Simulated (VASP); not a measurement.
# V in VASP: notebook

Aim: see how the results for V move with the level of theory and the settings. Levels: PBE, PBEsol, r2SCAN, LDA. Tasks: single point, relaxation of cell and atoms.

Everything below comes from runs of VASP 6.6.1. Logs are shortened: lines on timing, memory, paths and dates and some standing lists are left out, and cuts for length are marked.

**1. The cell of the first run**

It takes space group Im-3m (No. 229, cubic). The conventional cell has a = 3.029 Å, b = 3.029 Å, c = 3.029 Å, α = 90.00°, β = 90.00°, γ = 90.00°. Within 3.5 Å of V (site symmetry m-3m) lie 14 V at 2.62 to 3.03 Å.

**2. Single point, PBE, collinear spin, ferromagnetic start**

File INCAR:

```
  PREC = Accurate
  ENCUT = 520
  EDIFF = 1E-7
  ISMEAR = 1
  SIGMA = 0.1
  LREAL = F
  LASPH = T
  NELM = 150
  ALGO = Normal
  ISIF = 2
  LWAVE = F
  LCHARG = T
  ISPIN = 2
  MAGMOM = 2
  LORBIT = 11
  LMAXMIX = 4
  GGA = PE
  LELF = T
  LVHAR = T
  NBANDS = 16
```

File KPOINTS:

```
regular mesh
0
Gamma
  20 20 20
```

File POSCAR:

```
V
1.0
   -1.5143500000      1.5143500000      1.5143500000
    1.5143500000     -1.5143500000      1.5143500000
    1.5143500000      1.5143500000     -1.5143500000
V
1
Direct
    0.0000000000      0.0000000000      0.0000000000
```

Potentials or basis: VASP PAW PBE potentials, release 64 (V_sv).

Command:

```
$ cat potpaw_PBE.64/V_sv/POTCAR > POTCAR
$ mpirun -np 1 vasp_std > vasp.out
```

OUTCAR:

```text
PREC = Accurate
   ENCUT = 520
   EDIFF = 1E-7
   ISMEAR = 1
   LREAL = F
   LASPH = T
   NELM = 150
   ISIF = 2
   ISPIN = 2
   LORBIT = 11
   GGA = PE

 ion  position               nearest neighbor table
   1  0.000  0.000  0.000-

  LATTYP: Found a body centered cubic cell.
 ALAT       =     3.0287000000

  Lattice vectors:

 A1 = (  -1.5143500000,   1.5143500000,   1.5143500000)
 A2 = (   1.5143500000,  -1.5143500000,   1.5143500000)
 A3 = (   1.5143500000,   1.5143500000,  -1.5143500000)

Analysis of symmetry for initial positions (statically):
=====================================================================
 Subroutine PRICEL returns:
 Original cell was already a primitive cell.

 Routine SETGRP: Setting up the symmetry group for a
 body centered cubic supercell.

 Subroutine GETGRP returns: Found 48 space group operations
 (whereof 48 operations were pure point group operations)
 out of a pool of 48 trial point group operations.

The static configuration has the point symmetry O_h .

Analysis of symmetry for dynamics (positions and initial velocities):
=====================================================================
 Subroutine PRICEL returns:
 Original cell was already a primitive cell.

 Routine SETGRP: Setting up the symmetry group for a
 body centered cubic supercell.

 Subroutine GETGRP returns: Found 48 space group operations
 (whereof 48 operations were pure point group operations)
 out of a pool of 48 trial point group operations.

The dynamic configuration has the point symmetry O_h .

Analysis of structural, dynamic, and magnetic symmetry:
=====================================================================
 Subroutine PRICEL returns:
 Original cell was already a primitive cell.

 Routine SETGRP: Setting up the symmetry group for a
 body centered cubic supercell.

 Subroutine GETGRP returns: Found 48 space group operations
 (whereof 48 operations were pure point group operations)
 out of a pool of 48 trial point group operations.

The overall configuration has the point symmetry O_h .

 Subroutine INISYM returns: Found 48 space group operations
 (whereof 48 operations are pure point group operations),
 and found     1 'primitive' translations

----------------------------------------------------------------------------------------

                                     Primitive cell

  volume of cell :      13.8912

  direct lattice vectors                    reciprocal lattice vectors
[... 101 lines left out ...]
   EFERMI_NEDOS =   21; number of points for ismear=-14 and -15
   IALGO  =     38    algorithm
   IMIX   =      4    mixing-type and parameters
     AMIX     =   0.40;   BMIX     =  1.00
     AMIX_MAG =   1.60;   BMIX_MAG =  1.00
  volume/ion in A,a.u.               =      13.89        93.74
  Fermi-wavevector in a.u.,A,eV,Ry     =   1.601313  3.026044 34.888125  2.564205
  Thomas-Fermi vector in A             =   2.698311
   LORBIT       =     11    0 simple, 1 ext, 2 COOP (PROOUT), +10 PAW based schemes
   GGA     = PE    functional components
   LHFCALC =     F    Hartree Fock is set to
   AEXX    =    0.0000 exact exchange contribution
   IVDW    =     0    specifies the selected vdW correction
   LEPSILON=     F    determine dielectric tensor
   LRPA    =     F    only Hartree local field effects (RPA)
 spin polarized calculation
 Methfessel and Paxton  Order N= 1 SIGMA  =   0.10
  energy-cutoff  :      520.00
  volume of cell :       13.89
 maximum number of plane-waves:       386
   NGX =  9   NGY =  9   NGZ =  9

 number of electron      12.9999997 magnetization       0.0000194

 Free energy of the ion-electron system (eV)
  ---------------------------------------------------
  ext. energy  EPLUGINS =         0.00000000
  ---------------------------------------------------
  free energy    TOTEN  =        -8.98543877 eV

  energy without entropy =       -8.98537578  energy(sigma->0) =       -8.98541778

 E-fermi :   9.3189     XC(G=0): -12.7392

 val. band max:        9.3182131091   @ k =   0.2000   0.0500   0.0000
 cond. band min:       9.3204945798   @ k =  -0.3500   0.4000   0.1500
 fundamental gap:      0.0022814707
 Fermi energy:         9.3189287595

 spin component 1

 k-point     1 :       0.0000    0.0000    0.0000
  band No.  band energies     occupation
      1     -54.4347      1.00000
      2     -27.7825      1.00000
      3     -27.7825      1.00000
      4     -27.7825      1.00000
      5       2.8107      1.00000
      6       9.7291     -0.00000
[... 435 lines left out ...]
      5       5.7776      1.00000
      6       8.7125      1.00000
[... 8 lines left out ...]
     15      36.2163      0.00000
     16      37.1253      0.00000

 [... further k-points ...]

 spin component 2

 k-point     1 :       0.0000    0.0000    0.0000
  band No.  band energies     occupation
      1     -54.4347      1.00000
      2     -27.7825      1.00000
      3     -27.7825      1.00000
      4     -27.7825      1.00000
      5       2.8107      1.00000
      6       9.7291     -0.00000
[... 435 lines left out ...]
      5       5.7776      1.00000
      6       8.7126      1.00000
[... 8 lines left out ...]
     15      36.2163      0.00000
     16      37.1253      0.00000

 [... further k-points ...]

------------------------ aborting loop because EDIFF is reached ----------------------------------------

  FORCE on cell =-STRESS in cart. coord.  units (eV):
  Direction    XX          YY          ZZ          XY          YZ          ZX
  --------------------------------------------------------------------------------------
  -------------------------------------------------------------------------------------
  Total       -0.4583932     -0.4583932     -0.4583932      0.0000000     -0.0000000      0.0000000
  in kB      -52.8700850    -52.8700850    -52.8700850      0.0000000     -0.0000000      0.0000000
  external PRESSURE =     -52.8700850 kB  Pullay stress =       0.0000000 kB

 VOLUME and BASIS-vectors are now :
 -----------------------------------------------------------------------------
  energy-cutoff  :      520.00
  volume of cell :       13.89
      direct lattice vectors                 reciprocal lattice vectors
    -1.514350000  1.514350000  1.514350000     0.000000000  0.330174662  0.330174662
     1.514350000 -1.514350000  1.514350000     0.330174662  0.000000000  0.330174662
     1.514350000  1.514350000 -1.514350000     0.330174662  0.330174662  0.000000000

 POSITION                                       TOTAL-FORCE (eV/Angst)
 -----------------------------------------------------------------------------------
      0.00000      0.00000      0.00000        -0.000000      0.000000     -0.000000
 -----------------------------------------------------------------------------------
    total drift:                                0.000000     -0.000000      0.000000

  FREE ENERGIE OF THE ION-ELECTRON SYSTEM (eV)
  ---------------------------------------------------
  free  energy   TOTEN  =        -8.9854387740 eV

  energy  without entropy=       -8.9853757832  energy(sigma->0) =       -8.98541778

 total charge

# of ion       s       p       d       tot
------------------------------------------
    1        2.333   6.212   3.054  11.599

 magnetization (x)

# of ion       s       p       d       tot
------------------------------------------
    1        0.000   0.000   0.000   0.000
```

Wall time 41 s (1 thread of Intel Xeon 6975P-C (Granite Rapids), shared host); peak memory 0.19 GiB.

What came out:

```
Free energy                                           : -8.9854 eV
Pressure                                              : -5.3 GPa
Net moment                                            : 0.00 μB per cell
Valence electrons inside the program's atomic spheres : V 11.60
```

Caveat: the cell stands under tension.

**3. Single point, PBEsol, collinear spin, ferromagnetic start**

File INCAR:

```
PREC     = Accurate       # precision mode
ENCUT    = 520            # plane-wave cutoff, eV
EDIFF    = 1E-7           # SCF threshold, eV
ISMEAR   = -1             # smearing method
SIGMA    = 0.1            # smearing width, eV
LREAL    = F              # projectors in reciprocal space
LASPH    = T              # aspherical terms in the spheres
NELM     = 150            # most SCF steps
ALGO     = Normal         # electronic algorithm
ISIF     = 2              # what is computed and relaxed
LWAVE    = F              # write WAVECAR
LCHARG   = T              # write CHGCAR
ISPIN    = 2              # spin polarisation
MAGMOM   = 2              # initial moments
LORBIT   = 11             # projections on sites
LMAXMIX  = 4              # l up to which the mixer works
GGA      = PS             # functional
LELF     = T              # ELF
LVHAR    = T            
NBANDS   = 16             # bands
```

File KPOINTS:

```
Automatic mesh
0
Gamma
  20 20 20
```

POSCAR is that of step 2.

Potentials or basis: VASP PAW PBE potentials, release 64 (V_sv).

Command:

```
$ cat potpaw_PBE.64/V_sv/POTCAR > POTCAR
$ mpirun -np 1 vasp_std > vasp.out
```

OUTCAR:

```text
PREC = Accurate
   ENCUT = 520
   EDIFF = 1E-7
   ISMEAR = -1
   LREAL = F
   LASPH = T
   NELM = 150
   ISIF = 2
   ISPIN = 2
   LORBIT = 11
   GGA = PS

 ion  position               nearest neighbor table
   1  0.000  0.000  0.000-

  LATTYP: Found a body centered cubic cell.
 ALAT       =     3.0287000000

  Lattice vectors:

 A1 = (  -1.5143500000,   1.5143500000,   1.5143500000)
 A2 = (   1.5143500000,  -1.5143500000,   1.5143500000)
 A3 = (   1.5143500000,   1.5143500000,  -1.5143500000)

Analysis of symmetry for initial positions (statically):
=====================================================================
 Subroutine PRICEL returns:
 Original cell was already a primitive cell.

 Routine SETGRP: Setting up the symmetry group for a
 body centered cubic supercell.

 Subroutine GETGRP returns: Found 48 space group operations
 (whereof 48 operations were pure point group operations)
 out of a pool of 48 trial point group operations.

The static configuration has the point symmetry O_h .

Analysis of symmetry for dynamics (positions and initial velocities):
=====================================================================
 Subroutine PRICEL returns:
 Original cell was already a primitive cell.

 Routine SETGRP: Setting up the symmetry group for a
 body centered cubic supercell.

 Subroutine GETGRP returns: Found 48 space group operations
 (whereof 48 operations were pure point group operations)
 out of a pool of 48 trial point group operations.

The dynamic configuration has the point symmetry O_h .

Analysis of structural, dynamic, and magnetic symmetry:
=====================================================================
 Subroutine PRICEL returns:
 Original cell was already a primitive cell.

 Routine SETGRP: Setting up the symmetry group for a
 body centered cubic supercell.

 Subroutine GETGRP returns: Found 48 space group operations
 (whereof 48 operations were pure point group operations)
 out of a pool of 48 trial point group operations.

The overall configuration has the point symmetry O_h .

 Subroutine INISYM returns: Found 48 space group operations
 (whereof 48 operations are pure point group operations),
 and found     1 'primitive' translations

----------------------------------------------------------------------------------------

                                     Primitive cell

  volume of cell :      13.8912

  direct lattice vectors                    reciprocal lattice vectors
    -1.514350000  1.514350000  1.514350000     0.000000000  0.330174662  0.330174662
     1.514350000 -1.514350000  1.514350000     0.330174662  0.000000000  0.330174662
     1.514350000  1.514350000 -1.514350000     0.330174662  0.330174662  0.000000000

  length of vectors
     2.622931140  2.622931140  2.622931140     0.466937486  0.466937486  0.466937486

  position of ions in fractional coordinates (direct lattice)
     0.000000000  0.000000000  0.000000000

  ion indices of the primitive-cell ions
   primitive index   ion index
                 1           1

----------------------------------------------------------------------------------------

 KPOINTS: Automatic mesh

Automatic generation of k-mesh.
 Grid dimensions read from file:
 generate k-points for:   20   20   20

 Generating k-lattice:

[... 49 lines left out ...]
   NGX,Y,Z   is equivalent  to a cutoff of  12.68, 12.68, 12.68 a.u.
   NGXF,Y,Z  is equivalent  to a cutoff of  25.35, 25.35, 25.35 a.u.
 SYSTEM =  unknown system
   PREC   = accura    normal or accurate (medium, high low for compatibility)
   ISTART =      0    job   : 0-new  1-cont  2-samecut
   ICHARG =      2    charge: 1-file 2-atom 10-const
   ISPIN  =      2    spin polarized calculation?
   LNONCOLLINEAR =      F non collinear calculations
   LSORBIT =      F    spin-orbit coupling
   LASPH  =      T    aspherical Exc in radial PAW
   ENCUT  =  520.0 eV  38.22 Ry    6.18 a.u.   4.88  4.88  4.88*2*pi/ulx,y,z
   NELM   =    150;   NELMIN=  2; NELMDL= -5     # of ELM steps
   EDIFF  = 0.1E-06   stopping-criterion for ELM
   LREAL  =      F    real-space projection
   EDIFFG = 0.1E-05   stopping-criterion for IOM
   NSW    =      0    number of steps for IOM
   IBRION =     -1    ionic relax: 0-MD 1-quasi-New 2-CG
   NFREE  =      0    steps in history (QN), initial steepest desc. (CG)
   ISIF   =      2    stress and relaxation
   ISYM   =      2    0-nonsym 1-usesym 2-fastsym
   POTIM  = 0.5000    time-step for ionic-motion
   TEBEG  =    0.0;   TEEND  =   0.0 temperature during run
   PSTRESS=    0.0 pullay stress
   NELECT =      13.0000    total number of electrons
   NUPDOWN=      -1.0000    fix difference up-down
   EMIN   =  10.00;   EMAX   =-10.00  energy-range for DOS
   EFERMI =   0.00;   METHOD = LEGACY
   ISMEAR =    -1;   SIGMA  =   0.10  broadening in eV -4-tet -1-fermi 0-gaus
   EFERMI_NEDOS =   21; number of points for ismear=-14 and -15
   IALGO  =     38    algorithm
   IMIX   =      4    mixing-type and parameters
     AMIX     =   0.40;   BMIX     =  1.00
     AMIX_MAG =   1.60;   BMIX_MAG =  1.00
  volume/ion in A,a.u.               =      13.89        93.74
  Fermi-wavevector in a.u.,A,eV,Ry     =   1.601313  3.026044 34.888125  2.564205
  Thomas-Fermi vector in A             =   2.698311
   LORBIT       =     11    0 simple, 1 ext, 2 COOP (PROOUT), +10 PAW based schemes
   GGA     = PS    functional components
   LHFCALC =     F    Hartree Fock is set to
   AEXX    =    0.0000 exact exchange contribution
   IVDW    =     0    specifies the selected vdW correction
   LEPSILON=     F    determine dielectric tensor
   LRPA    =     F    only Hartree local field effects (RPA)
 spin polarized calculation
  energy-cutoff  :      520.00
  volume of cell :       13.89
 maximum number of plane-waves:       386
   NGX =  9   NGY =  9   NGZ =  9

 number of electron      12.9999997 magnetization      -0.0009910

 number of electron      12.9999997 magnetization       0.0001656

 Free energy of the ion-electron system (eV)
  ---------------------------------------------------
  ext. energy  EPLUGINS =         0.00000000
  ---------------------------------------------------
  free energy    TOTEN  =        -9.62824116 eV

  energy without entropy =       -9.57006117  energy(sigma->0) =       -9.59915116

 E-fermi :   9.2043     XC(G=0): -12.8890

 val. band max:        9.1994965743   @ k =   0.1000   0.0500   0.0500
 cond. band min:       9.2142157352   @ k =  -0.3500   0.4500   0.1500
 fundamental gap:      0.0147191609
 Fermi energy:         9.2042879285

 spin component 1

 k-point     1 :       0.0000    0.0000    0.0000
  band No.  band energies     occupation
      1     -54.3238      1.00000
      2     -27.7728      1.00000
      3     -27.7728      1.00000
      4     -27.7728      1.00000
      5       2.6558      1.00000
      6       9.5933      0.02003
[... 435 lines left out ...]
      5       5.6261      1.00000
      6       8.5717      0.99821
[... 8 lines left out ...]
     15      36.0570      0.00000
     16      36.9477      0.00000

 [... further k-points ...]

 spin component 2

 k-point     1 :       0.0000    0.0000    0.0000
  band No.  band energies     occupation
      1     -54.3237      1.00000
      2     -27.7727      1.00000
      3     -27.7727      1.00000
      4     -27.7727      1.00000
      5       2.6558      1.00000
      6       9.5935      0.02000
[... 435 lines left out ...]
      5       5.6262      1.00000
      6       8.5719      0.99821
[... 8 lines left out ...]
     15      36.0570      0.00000
     16      36.9478      0.00000

 [... further k-points ...]

------------------------ aborting loop because EDIFF is reached ----------------------------------------

  FORCE on cell =-STRESS in cart. coord.  units (eV):
  Direction    XX          YY          ZZ          XY          YZ          ZX
  --------------------------------------------------------------------------------------
  -------------------------------------------------------------------------------------
  Total       -1.0061132     -1.0061132     -1.0061132      0.0000000     -0.0000000      0.0000000
  in kB     -116.0429174   -116.0429174   -116.0429174      0.0000000     -0.0000000      0.0000000
  external PRESSURE =    -116.0429174 kB  Pullay stress =       0.0000000 kB

 VOLUME and BASIS-vectors are now :
 -----------------------------------------------------------------------------
  energy-cutoff  :      520.00
  volume of cell :       13.89
      direct lattice vectors                 reciprocal lattice vectors
    -1.514350000  1.514350000  1.514350000     0.000000000  0.330174662  0.330174662
     1.514350000 -1.514350000  1.514350000     0.330174662  0.000000000  0.330174662
     1.514350000  1.514350000 -1.514350000     0.330174662  0.330174662  0.000000000

 POSITION                                       TOTAL-FORCE (eV/Angst)
 -----------------------------------------------------------------------------------
      0.00000      0.00000      0.00000         0.000000      0.000000      0.000000
 -----------------------------------------------------------------------------------
    total drift:                                0.000000      0.000000      0.000000

  FREE ENERGIE OF THE ION-ELECTRON SYSTEM (eV)
  ---------------------------------------------------
  free  energy   TOTEN  =        -9.6282411602 eV

  energy  without entropy=       -9.5700611662  energy(sigma->0) =       -9.59915116

 total charge

# of ion       s       p       d       tot
------------------------------------------
    1        2.334   6.214   3.057  11.606

 magnetization (x)

# of ion       s       p       d       tot
------------------------------------------
    1        0.000   0.000   0.000   0.000
```

Run time: 42 s. Hardware: 1 thread of Intel Xeon 6975P-C (Granite Rapids), shared host; peak memory 0.19 GiB.

Results:

```
Free energy                                           : -9.6282 eV
Pressure                                              : -11.6 GPa
Net moment                                            : 0.00 μB per cell
Valence electrons inside the program's atomic spheres : V 11.61
```

Caveat: the cell stands under tension; the PAW data sets were made with another functional, which shifts forces and pressure a little.

(Part 1 of 2 ends here.)
